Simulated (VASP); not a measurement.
**TiMoSe4: relaxation of cell and atoms with PBE**

The system is TiMoSe4.

```xyz
6
Lattice="0.0000 4.0945 4.0945 4.0945 0.0000 4.0945 4.0945 4.0945 0.0000" Properties=species:S:1:pos:R:3 pbc="T T T"
Ti    0.0000    0.0000    0.0000
Mo    6.1417    6.1417    6.1417
Se    3.0768    5.1122    5.1122
Se    3.0768    3.0768    3.0768
Se    5.1122    3.0768    5.1122
Se    5.1122    5.1122    3.0768
```

The cell was built from a structure type or drawn by symmetry, and may not be a known phase.

| Property | Result |
| --- | --- |
| Program | VASP 6.6.1 |
| Task | relaxation of cell and atoms |
| Functional | PBE |
| Potentials or basis | VASP PAW PBE potentials, release 64 (Ti_sv, Mo_sv, Se) |
| Cutoff | 600 eV |
| k mesh | 3 × 3 × 3 |
| Occupations | gaussian, width 0.15 eV |
| Spin | collinear spin |
| Starting moments | [1.0, 1.0, 0.0, 0.0, 0.0, 0.0] μB |
| Dipole correction | no |
| Further INCAR settings | ALGO = Normal; EDIFF = 1e-07; IBRION = 2; EDIFFG = -0.08; NSW = 36; ISIF = 3 |

```json
{
  "Relaxed volume": "19.65 Å³/atom",
  "Relaxed cell": "a = 5.504 Å, b = 5.504 Å, c = 5.504 Å, α = 60.00°, β = 60.00°, γ = 60.00°",
  "Space group after relaxing (to 0.1 Å)": "F-43m (No. 216)",
  "Energy gained by relaxing": "55.2 meV/atom",
  "Ionic steps": "5",
  "Pressure after relaxing": "0.2 GPa",
  "Largest force after relaxing": "0.041 eV/Å",
  "Net moment": "1.03 μB per cell",
  "Site moments": "Ti -0.71; Mo +1.64; Se -0.01 μB",
  "Valence electrons inside the program's atomic spheres": "Ti 9.99; Mo 12.04; Se 3.74"
}
```

Forces on the atoms (eV/Å):
```
Ti   0.000  0.000  0.000
Mo   0.000  0.000  0.000
Se   0.024 -0.024 -0.024
Se   0.024  0.024  0.024
Se  -0.024  0.024 -0.024
Se  -0.024 -0.024  0.024
```

Step by step:
| step | energy change (eV) | largest force (eV/Å) | pressure (GPa) | volume (Å³) |
| --- | --- | --- | --- | --- |
| 1 | 0.0000 | 0.1154 | -5.08 | 137.29 |
| 2 | -0.3013 | 0.1278 | -1.65 | 123.37 |
| 3 | -0.3299 | 0.1395 | 0.02 | 118.26 |
| 4 | -0.3298 | 0.1391 | 0.17 | 117.90 |
| 5 | -0.3313 | 0.0413 | 0.15 | 117.88 |

Final structure:
```yaml
crystal:
  lattice:
    - [0.00000, 3.89162, 3.89162]
    - [3.89162, 0.00000, 3.89162]
    - [3.89162, 3.89162, 0.00000]
  atoms:
    - { symbol: Ti, position: [0.00000, 0.00000, 0.00000] }
    - { symbol: Mo, position: [0.75000, 0.75000, 0.75000] }
    - { symbol: Se, position: [0.87617, 0.37461, 0.37461] }
    - { symbol: Se, position: [0.37461, 0.37461, 0.37461] }
    - { symbol: Se, position: [0.37461, 0.87617, 0.37461] }
    - { symbol: Se, position: [0.37461, 0.37461, 0.87617] }
```

Levels at points of the mesh, in eV from the Fermi level:
Spin up:
```csv
k point,band 22,band 23,band 24,band 25,band 26,band 27,band 28,band 29
"(0.00, 0.00, 0.00)",-0.86,0.17,0.17,1.29,1.29,1.29,1.45,1.45
```
Spin down:
```
           k point  band 19  band 20  band 21  band 22  band 23  band 24  band 25  band 26  band 27  band 28
(0.00, 0.00, 0.00)    -1.63    -0.48    -0.48    -0.48     0.81     0.81     1.21     1.21     1.21     1.43
```

Run time: 4.6 min on 1 thread of AMD EPYC 9R45 96-Core Processor (Zen 5), with other jobs on the host, peak memory 0.4 GiB.

Caveat: the k points lie up to 0.47 Å⁻¹ apart in the final cell; the relaxation stopped at a loose force limit of 0.08 eV/Å, so its end isn't a converged minimum.
